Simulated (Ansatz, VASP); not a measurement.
# Ru: VASP beside Ansatz

```
CELL_PARAMETERS angstrom
0.00000 2.58183 2.58183
2.58183 0.00000 2.58183
2.58183 2.58183 0.00000
ATOMIC_POSITIONS crystal
Ru 0.87500 0.87500 0.87500
Ru 0.12500 0.12500 0.12500
```

Change from the starting cell: shortest bond scaled by 1, PAW files.

Alike in both runs: task electric field gradients; functional r2SCAN; k mesh 10 × 10 × 10; occupations fermi-dirac, width 0.05 eV; no spin polarisation.

|  | VASP | Ansatz |
| --- | --- | --- |
| version | VASP 6.6.1 | Ansatz 0.2.0 |
| potentials or method | VASP PAW PBE potentials, release 64 (Ru_pv) | PAW with Ansatz's default frozen-core files, scalar-relativistic |
| plane-wave cutoff (eV) | 440 | 500 |
| valence electrons in the cell | 28 | 32 |

VASP gave:

- pressure (GPa): 36.8

Task: Which values does Ansatz return?

Result: Pressure (GPa): 35.1.

VASP's potentials were made for PBE, not for r2SCAN. Both programs put the cell under a high pressure, so it lies far from rest at this level. The functional is the same, so the differences come from potentials, cutoffs and numerics. VASP's potentials hold 28 valence electrons a cell and Ansatz's 32, so a difference there can come from the potentials and not from the codes.
